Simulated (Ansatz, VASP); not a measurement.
## One calculation of BaTiO3, two programs

```
CELL_PARAMETERS angstrom
2.82767 1.63255 2.31773
-2.82767 1.63255 2.31773
0.00000 -3.26511 2.31773
ATOMIC_POSITIONS crystal
Ba 0.00000 0.00000 0.00000
Ti 0.51400 0.51400 0.51400
O 0.49160 0.49160 0.98150
O 0.49160 0.98150 0.49160
O 0.98150 0.49160 0.49160
```

Alike in both runs: task single point; functional PBE; k mesh 6 × 6 × 6; occupations gaussian, width 0.02 eV; no spin polarisation.

|  | VASP | Ansatz |
| --- | --- | --- |
| version | VASP 6.6.1 | Ansatz 0.2.0 |
| potentials or method | VASP PAW PBE potentials, release 64 (Ba_sv, Ti_sv, O_h) | scalar-relativistic, plane waves, PAW (harder set) |
| plane-wave cutoff (eV) | 910 | 930 |
| valence electrons in the cell | 40 | 40 |

VASP gave:

| Item | Value |
| --- | --- |
| gap on the k mesh at the Fermi level (eV) | 2.36 |
| least direct gap on the mesh (eV) | 2.74 |
| rms of the force components (eV/Å) | 0.094 |

Q: Which values does Ansatz return?

A: gap on the k mesh at the Fermi level (eV): 2.40; least direct gap on the mesh (eV): 2.75; rms of the force components (eV/Å): 0.085.

Atom by atom the forces differ by 0.017 eV/Å (rms over components).

Spin-orbit coupling is off throughout. Noted on VASP's run: the cutoff is short for stress, so the pressure is rough.
